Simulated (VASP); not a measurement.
# CaAl15N15 (a cell with a defect): single point with PBE

System: CaAl15N15 (a cell with a defect).

```
Al Ca N
1.0
     6.25951    0.00000    0.00000
    -3.12976    5.42090    0.00000
     0.00000    0.00000   10.03481
Al Ca N
15 1 15
Direct
  0.33233 0.16897 0.17970
  0.33074 0.17030 0.76359
  0.15758 0.34368 0.99790
  0.33627 0.67744 0.24852
  0.14504 0.76511 0.51731
  0.33574 0.66419 0.75542
  0.15537 0.82105 0.99849
  0.82377 0.16513 0.24843
  0.73615 0.35656 0.51715
  0.83688 0.16551 0.75546
  0.68009 0.34590 0.99853
  0.83065 0.67074 0.25097
  0.66277 0.83812 0.50602
  0.82823 0.67309 0.75376
  0.66456 0.83663 0.00312
  0.21106 0.28923 0.47914
  0.16419 0.33735 0.19491
  0.33084 0.17019 0.95881
  0.16911 0.33190 0.70293
  0.34662 0.69061 0.43473
  0.16025 0.83004 0.19018
  0.33249 0.67370 0.94302
  0.16963 0.83881 0.69489
  0.80984 0.15433 0.43460
  0.67119 0.34124 0.19009
  0.82743 0.16876 0.94308
  0.66223 0.33169 0.69469
  0.83331 0.66878 0.44504
  0.66730 0.83400 0.19056
  0.82872 0.67239 0.93975
  0.66598 0.83524 0.69295
```

```json
{
 "Program": "VASP 6.6.1",
 "Task": "single point",
 "Functional": "PBE",
 "Potentials or basis": "VASP PAW PBE potentials, release 64 (Al, Ca_sv, N)",
 "Cutoff": "520 eV",
 "k mesh": "1 × 1 × 1, shifted",
 "Occupations": "gaussian, width 0.01 eV",
 "Spin": "no spin polarisation",
 "Dipole correction": "no",
 "Charge": "2",
 "Mended": "yes",
 "Further INCAR settings": "LREAL = Auto; ALGO = Normal; EDIFF = 1e-06; NBANDS = 86; ISYM = -1; NELECT = 128.0"
}
```

```
Largest force : 0.072 eV/Å
```

Forces on the atoms (eV/Å):
```
Al  -0.002  0.003 -0.012
Al   0.010 -0.004  0.012
Al   0.007 -0.002 -0.006
Al  -0.006  0.002 -0.004
Al  -0.002  0.006  0.004
Al   0.006 -0.008  0.002
Al   0.000  0.002  0.002
Al  -0.010  0.002 -0.005
Al  -0.001  0.010  0.005
Al   0.004 -0.002 -0.009
Al  -0.002 -0.004  0.004
Al   0.013  0.000  0.003
Al   0.007  0.015 -0.006
Al  -0.008  0.001  0.007
Al  -0.002  0.001  0.006
Ca   0.049 -0.052 -0.001
N    0.005  0.009  0.005
N    0.004 -0.002 -0.024
N   -0.024  0.023  0.013
N   -0.002  0.046 -0.021
N   -0.007 -0.007  0.006
N    0.005  0.001 -0.005
N    0.003  0.012  0.003
N   -0.032 -0.036 -0.015
N    0.018 -0.006  0.014
N   -0.011 -0.010 -0.003
N   -0.001  0.000  0.021
N   -0.023 -0.007 -0.006
N    0.000  0.002  0.000
N   -0.002  0.007  0.001
N    0.005 -0.002  0.009
```

Levels at points of the mesh, in eV from the Fermi level:
```tsv
k point	band 60	band 61	band 62	band 63	band 64	band 65	band 66	band 67	band 68	band 69
(0.25, 0.25, 0.25)	-0.78	-0.72	-0.51	-0.43	-0.08	2.51	3.38	4.18	4.63	5.40
```

Run time: 68 s on 1 thread of AMD EPYC 7R13 Processor (Zen 3), on a shared host, peak memory 0.39 GiB.

Caveat: the cell carries a net charge on a neutralising background, which shifts energy and pressure; the cell is charged against a uniform background, so pressure and absolute levels hang on convention.
